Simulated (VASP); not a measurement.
The system is Mg3Be.

```
Mg Be
1.0
     0.00000    3.19077    3.19077
     3.19077    0.00000    3.19077
     3.19077    3.19077    0.00000
Mg Be
3 1
Direct
  0.75000 0.75000 0.75000
  0.25000 0.25000 0.25000
  0.00000 0.00000 0.00000
  0.50000 0.50000 0.50000
```

The cell was generated, and may not be a known phase.

```yaml
Program: VASP 6.6.1
Task: relaxation of cell and atoms
Functional: PBE
Potentials_or_basis: VASP PAW PBE potentials, release 64 (Mg, Be)
Cutoff: 600 eV
k_mesh: 6 × 6 × 6
Occupations: gaussian, width 0.1 eV
Spin: no spin polarisation
```

At the start: pressure 7.5 GPa; volume 16.24 Å³/atom.

Problem. Where does the relaxation end?

Solution. Over 3 steps the energy falls by 47.4 meV/atom and the volume is 18.55 Å³/atom (+14.2 %); space group Fm-3m (No. 225, to 0.1 Å) before and after.

Step by step:
```
step  energy change (eV)  largest force (eV/Å)  pressure (GPa)  volume (Å³)
   1              0.0000                0.0000            7.46        64.97
   2             -0.1840                0.0000            1.07        72.34
   3             -0.1894                0.0000           -0.11        74.21
```

Final structure:
```yaml
crystal:
  lattice:
    - [0.00000, 3.33543, 3.33543]
    - [3.33543, 0.00000, 3.33543]
    - [3.33543, 3.33543, 0.00000]
  atoms:
    - { symbol: Mg, position: [0.75000, 0.75000, 0.75000] }
    - { symbol: Mg, position: [0.25000, 0.25000, 0.25000] }
    - { symbol: Mg, position: [0.00000, 0.00000, 0.00000] }
    - { symbol: Be, position: [0.50000, 0.50000, 0.50000] }
```
